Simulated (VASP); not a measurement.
# Te3O2 (P6/mmm) in VASP: a series of runs, part 3 of 3

VASP 6.6.1. The steps go on from the part before.

## Step 5: Relaxation of cell and atoms, PBE

This run uses another cell than the first one, of 23.74 Å³/atom.

File INCAR:

```
PREC     = Accurate       # precision mode
ENCUT    = 600            # plane-wave cutoff, eV
EDIFF    = 1E-6           # SCF threshold, eV
ISMEAR   = 0              # smearing method
SIGMA    = 0.1            # smearing width, eV
LREAL    = F              # projectors in reciprocal space
LASPH    = T              # aspherical terms in the spheres
NELM     = 80             # most SCF steps
ALGO     = Normal         # electronic algorithm
ISIF     = 3              # what is computed and relaxed
LWAVE    = F              # write WAVECAR
LCHARG   = F              # write CHGCAR
GGA      = PE             # functional
IBRION   = 2              # ionic algorithm
NSW      = 90             # ionic steps
EDIFFG   = -0.04          # ionic threshold
```

File KPOINTS:

```
regular mesh
0
Gamma
  3 3 6
```

File POSCAR:

```
Te3O2
1.0
    6.1075864210      0.0000000000      0.0000000000
   -3.0537932105      5.2893249964      0.0000000000
    0.0000000000      0.0000000000      3.6750663685
Te O
3 2
Direct
    0.5000000000      0.0000000000      0.5000000000
    0.0000000000      0.5000000000      0.5000000000
    0.5000000000      0.5000000000      0.5000000000
    0.0000000000      0.0000000000      0.1703502008
    0.0000000000      0.0000000000      0.8296497992
```

Potentials or basis: VASP PAW PBE potentials, release 64 (Te, O).

Command:

```
> cat potpaw_PBE.64/Te/POTCAR potpaw_PBE.64/O/POTCAR > POTCAR
> mpirun -np 1 vasp_std > vasp.out
```

OUTCAR:

```text
PREC = Accurate
   ENCUT = 600
   EDIFF = 1E-6
   ISMEAR = 0
   LREAL = F
   LASPH = T
   NELM = 80
   ISIF = 3
   GGA = PE
   IBRION = 2
   NSW = 90
   EDIFFG = -0.04

 ion  position               nearest neighbor table
   1  0.500  0.000  0.500-   2 3.05   3 3.05   3 3.05   2 3.05
   2  0.000  0.500  0.500-   3 3.05   3 3.05   1 3.05   1 3.05
   3  0.500  0.500  0.500-   2 3.05   2 3.05   1 3.05   1 3.05
   4  0.000  0.000  0.170-   5 1.25
   5  0.000  0.000  0.830-   4 1.25

  LATTYP: Found a hexagonal cell.
 ALAT       =     6.1075864210
 C/A-ratio  =     0.6017215501

  Lattice vectors:

 A1 = (   6.1075864210,   0.0000000000,   0.0000000000)
 A2 = (  -3.0537932105,   5.2893249964,   0.0000000000)
 A3 = (   0.0000000000,   0.0000000000,   3.6750663685)

Analysis of symmetry for initial positions (statically):
=====================================================================
 Subroutine PRICEL returns:
 Original cell was already a primitive cell.

 Routine SETGRP: Setting up the symmetry group for a
 hexagonal supercell.

 Subroutine GETGRP returns: Found 24 space group operations
 (whereof 24 operations were pure point group operations)
 out of a pool of 24 trial point group operations.

The static configuration has the point symmetry D_6h.

Analysis of symmetry for dynamics (positions and initial velocities):
=====================================================================
 Subroutine PRICEL returns:
 Original cell was already a primitive cell.

 Routine SETGRP: Setting up the symmetry group for a
 hexagonal supercell.

 Subroutine GETGRP returns: Found 24 space group operations
 (whereof 24 operations were pure point group operations)
 out of a pool of 24 trial point group operations.

The dynamic configuration has the point symmetry D_6h.

 Subroutine INISYM returns: Found 24 space group operations
 (whereof 24 operations are pure point group operations),
 and found     1 'primitive' translations

----------------------------------------------------------------------------------------

                                     Primitive cell

  volume of cell :     118.7231

  direct lattice vectors                    reciprocal lattice vectors
     6.107586421  0.000000000  0.000000000     0.163730798  0.094530020  0.000000000
    -3.053793210  5.289324996  0.000000000     0.000000000  0.189060041  0.000000000
     0.000000000  0.000000000  3.675066369     0.000000000  0.000000000  0.272103929

  length of vectors
     6.107586421  6.107586421  3.675066369     0.189060041  0.189060041  0.272103929

  position of ions in fractional coordinates (direct lattice)
     0.500000000  0.000000000  0.500000000
     0.000000000  0.500000000  0.500000000
     0.500000000  0.500000000  0.500000000
     0.000000000  0.000000000  0.170350201
     0.000000000  0.000000000  0.829649799

  ion indices of the primitive-cell ions
   primitive index   ion index
                 1           1
                 2           2
                 3           3
                 4           4
                 5           5

----------------------------------------------------------------------------------------

 KPOINTS: regular mesh

[... 28 lines left out ...]
  0.333333 -0.000000  0.166667     12.000000
  0.333333  0.333333  0.166667      4.000000
  0.000000  0.000000  0.333333      2.000000
  0.333333 -0.000000  0.333333     12.000000
  0.333333  0.333333  0.333333      4.000000
  0.000000  0.000000  0.500000      1.000000
  0.333333 -0.000000  0.500000      6.000000
  0.333333  0.333333  0.500000      2.000000
   k-points           NKPTS =     12   k-points in BZ     NKDIM =     12   number of bands    NBANDS=     19
   number of dos      NEDOS =    301   number of ions     NIONS =      5
   total plane-waves  NPLWV =  75000
   dimension x,y,z NGX =    50 NGY =   50 NGZ =   30
   dimension x,y,z NGXF=   100 NGYF=  100 NGZF=   60
   ions per type =               3   2
   NGX,Y,Z   is equivalent  to a cutoff of  13.61, 13.61, 13.57 a.u.
   NGXF,Y,Z  is equivalent  to a cutoff of  27.22, 27.22, 27.14 a.u.
 SYSTEM =  unknown system
   PREC   = accura    normal or accurate (medium, high low for compatibility)
   ISTART =      0    job   : 0-new  1-cont  2-samecut
   ICHARG =      2    charge: 1-file 2-atom 10-const
   ISPIN  =      1    spin polarized calculation?
   LNONCOLLINEAR =      F non collinear calculations
   LSORBIT =      F    spin-orbit coupling
   LASPH  =      T    aspherical Exc in radial PAW
   ENCUT  =  600.0 eV  44.10 Ry    6.64 a.u.  12.20 12.20  7.34*2*pi/ulx,y,z
   NELM   =     80;   NELMIN=  2; NELMDL= -5     # of ELM steps
   EDIFF  = 0.1E-05   stopping-criterion for ELM
   LREAL  =      F    real-space projection
   EDIFFG = -.4E-01   stopping-criterion for IOM
   NSW    =     90    number of steps for IOM
   IBRION =      2    ionic relax: 0-MD 1-quasi-New 2-CG
   NFREE  =      1    steps in history (QN), initial steepest desc. (CG)
   ISIF   =      3    stress and relaxation
   ISYM   =      2    0-nonsym 1-usesym 2-fastsym
   POTIM  = 0.5000    time-step for ionic-motion
   TEBEG  =    0.0;   TEEND  =   0.0 temperature during run
   PSTRESS=    0.0 pullay stress
   NELECT =      30.0000    total number of electrons
   NUPDOWN=      -1.0000    fix difference up-down
   EMIN   =  10.00;   EMAX   =-10.00  energy-range for DOS
   EFERMI =   0.00;   METHOD = LEGACY
   ISMEAR =     0;   SIGMA  =   0.10  broadening in eV -4-tet -1-fermi 0-gaus
   EFERMI_NEDOS =   21; number of points for ismear=-14 and -15
   IALGO  =     38    algorithm
   IMIX   =      4    mixing-type and parameters
     AMIX     =   0.40;   BMIX     =  1.00
     AMIX_MAG =   1.60;   BMIX_MAG =  1.00
  volume/ion in A,a.u.               =      23.74       160.24
  Fermi-wavevector in a.u.,A,eV,Ry     =   1.034992  1.955851 14.574669  1.071208
  Thomas-Fermi vector in A             =   2.169314
   LORBIT       =      0    0 simple, 1 ext, 2 COOP (PROOUT), +10 PAW based schemes
   GGA     = PE    functional components
   LHFCALC =     F    Hartree Fock is set to
   AEXX    =    0.0000 exact exchange contribution
   IVDW    =     0    specifies the selected vdW correction
   LEPSILON=     F    determine dielectric tensor
   LRPA    =     F    only Hartree local field effects (RPA)
 conjugate gradient relaxation of ions
 non-spin polarized calculation
 Gauss-broadening in eV      SIGMA  =   0.10
  energy-cutoff  :      600.00
  volume of cell :      118.72
 maximum number of plane-waves:      3976
 NGX is ok and might be reduce to    50
   NGX = 25   NGY = 25   NGZ = 15

--------------------------------------- Ionic step        1  -------------------------------------------

 number of electron      29.9999994 magnetization

 Free energy of the ion-electron system (eV)
  ---------------------------------------------------
  ext. energy  EPLUGINS =         0.00000000
  ---------------------------------------------------
  free energy    TOTEN  =       -17.95873617 eV

  energy without entropy =      -17.91850780  energy(sigma->0) =      -17.93862199

------------------------ aborting loop because EDIFF is reached ----------------------------------------

  FORCE on cell =-STRESS in cart. coord.  units (eV):
  Direction    XX          YY          ZZ          XY          YZ          ZX
  --------------------------------------------------------------------------------------
  -------------------------------------------------------------------------------------
  Total       -0.7491414     -0.7491414      2.1226346      0.0000000     -0.0000000      0.0000000
  in kB      -10.1097240    -10.1097240     28.6451283      0.0000000     -0.0000000      0.0000000
  external PRESSURE =       2.8085601 kB  Pullay stress =       0.0000000 kB
[... 98 lines left out ...]
  FREE ENERGIE OF THE ION-ELECTRON SYSTEM (eV)
  ---------------------------------------------------
  free  energy   TOTEN  =       -17.9853867202 eV

  energy  without entropy=      -17.9444638292  energy(sigma->0) =      -17.96492527

[... ionic steps 4 to 20 ...]

--------------------------------------- Ionic step       21  -------------------------------------------

 number of electron      30.0000000 magnetization

------------------------ aborting loop because EDIFF is reached ----------------------------------------
[... 73 lines left out ...]
--------------------------------------- Ionic step       23  -------------------------------------------

 number of electron      29.9999999 magnetization

 Free energy of the ion-electron system (eV)
  ---------------------------------------------------
  ext. energy  EPLUGINS =         0.00000000
  ---------------------------------------------------
  free energy    TOTEN  =       -18.03763308 eV

  energy without entropy =      -18.00535812  energy(sigma->0) =      -18.02149560

 E-fermi :   5.3037     XC(G=0):  -9.3403

 val. band max:        5.3004587408   @ k =   0.3333  -0.0000   0.1667
 cond. band min:       5.3348496015   @ k =   0.3333   0.3333   0.1667
 fundamental gap:      0.0343908607
 Fermi energy:         5.3036802422

 k-point     1 :       0.0000    0.0000    0.0000
  band No.  band energies     occupation
      1     -19.1050      2.00000
      2      -8.4549      2.00000
      3      -8.4453      2.00000
      4      -4.7920      2.00000
      5      -4.7920      2.00000
      6      -2.1387      2.00000
[... 285 lines left out ...]
  FREE ENERGIE OF THE ION-ELECTRON SYSTEM (eV)
  ---------------------------------------------------
  free  energy   TOTEN  =       -18.0376330751 eV

  energy  without entropy=      -18.0053581179  energy(sigma->0) =      -18.02149560

 reached required accuracy - stopping structural energy minimisation
```

Wall time 9 min (1 thread of Intel Xeon Platinum 8259CL at 2.50GHz (Skylake/Cascade Lake), shared host); peak memory 0.28 GiB.

Results:

```
Free energy                           : -18.0376 eV
Relaxed volume                        : 23.85 Å³/atom
Relaxed cell                          : a = 5.967 Å, b = 5.967 Å, c = 3.867 Å, α = 90.00°, β = 90.00°, γ = 120.00°
Space group after relaxing (to 0.1 Å) : P6/mmm (No. 191)
Energy gained by relaxing             : 15.8 meV/atom
Ionic steps                           : 23
Pressure after relaxing               : 0.0 GPa
Largest force after relaxing          : 0.020 eV/Å
Band gap on the k mesh                : zero (bands 15 and 16 overlap by 1.59 eV)
```

Forces in eV/Å, atoms in the order of the input:
```
Te   0.000  0.000  0.000
Te   0.000  0.000  0.000
Te   0.000  0.000  0.000
O    0.000  0.000  0.020
O    0.000  0.000 -0.020
```

Step by step:
| step | energy change (eV) | largest force (eV/Å) | pressure (GPa) | volume (Å³) |
| --- | --- | --- | --- | --- |
| 1 | 0.0000 | 1.5426 | 0.28 | 118.72 |
| 2 | 0.2620 | 3.6907 | -4.02 | 119.41 |
| 3 | -0.0267 | 0.2795 | -0.98 | 118.87 |
| 4 | -0.0269 | 0.1572 | -0.91 | 118.86 |
| 5 | -0.0269 | 0.1285 | -0.88 | 118.86 |
| 6 | -0.0419 | 0.0743 | -0.07 | 117.02 |
| 7 | -0.0461 | 0.0558 | 0.33 | 115.96 |
| 8 | -0.0444 | 0.0163 | 1.30 | 113.84 |
| 9 | -0.0471 | 0.0394 | 0.67 | 115.21 |
| 10 | -0.0578 | 0.4256 | 0.41 | 115.58 |
| 11 | -0.0605 | 0.7223 | 0.27 | 115.85 |
| 12 | -0.0634 | 0.6646 | 0.35 | 116.00 |
| 13 | -0.0681 | 0.4840 | 0.60 | 116.42 |
| 14 | -0.0711 | 0.3042 | 0.66 | 116.56 |
| 15 | -0.0737 | 0.2767 | 0.85 | 116.97 |
| 16 | -0.0740 | 0.1234 | 0.79 | 116.87 |
| 17 | -0.0756 | 0.0694 | 0.61 | 117.23 |
| 18 | -0.0776 | 0.0909 | 0.08 | 118.32 |
| 19 | -0.0776 | 0.1037 | 0.03 | 118.41 |
| 20 | -0.0779 | 0.0431 | 0.03 | 118.55 |
| 21 | -0.0782 | 0.0902 | 0.08 | 118.85 |
| 22 | -0.0784 | 0.0718 | 0.03 | 118.95 |
| 23 | -0.0789 | 0.0202 | -0.03 | 119.26 |

Final structure:
```
CELL_PARAMETERS angstrom
5.96742 0.00000 0.00000
-2.98371 5.16793 0.00000
0.00000 0.00000 3.86730
ATOMIC_POSITIONS crystal
Te 0.50000 0.00000 0.50000
Te 0.00000 0.50000 0.50000
Te 0.50000 0.50000 0.50000
O 0.00000 0.00000 0.16745
O 0.00000 0.00000 0.83255
```

Caveat: the k points lie up to 0.41 Å⁻¹ apart in the final cell, too coarse for converged energies and pressures of a metal; the standard files for N, O and F lose accuracy on very short bonds; spin-orbit coupling is left out, which moves the levels of the heavy elements.

## Step 6: The runs side by side

```tsv
task	cell	k mesh	cutoff (eV)	gap on the mesh (eV)	pressure (GPa)	largest force (eV/Å)
single point	a = 5.975, b = 5.975, c = 3.879 Å, angles 90.0, 90.0, 120.0°, 5 atoms, atomic positions A	3 × 3 × 6	520	none	0.3	0.67
single point	a = 5.188, b = 5.188, c = 4.983 Å, angles 90.0, 90.0, 120.0°, 5 atoms, atomic positions B	6 × 6 × 4	520	none	19.9	0.75
single point	a = 6.108, b = 6.108, c = 3.675 Å, angles 90.0, 90.0, 120.0°, 5 atoms, atomic positions C	6 × 6 × 4	520	none	0.5	0.83
relaxation of cell and atoms	relaxed from a = 6.108, b = 6.108, c = 3.675 Å, angles 90.0, 90.0, 120.0°, 5 atoms, atomic positions C	3 × 3 × 6	600	none	0.0	0.02
```

Alike in all rows: level PBE; potentials or basis VASP PAW PBE potentials, release 64 (Te, O); no spin polarisation; smearing gaussian 0.1 eV.

Caveats: some runs use coarse meshes; spin-orbit coupling is left out, which moves the levels of the heavy elements; the standard files for N, O and F lose accuracy on very short bonds (at least some runs); the cell stands under pressure (at least some runs).

Total energies depend on the potentials used, so only differences within one code and one set of settings carry meaning.
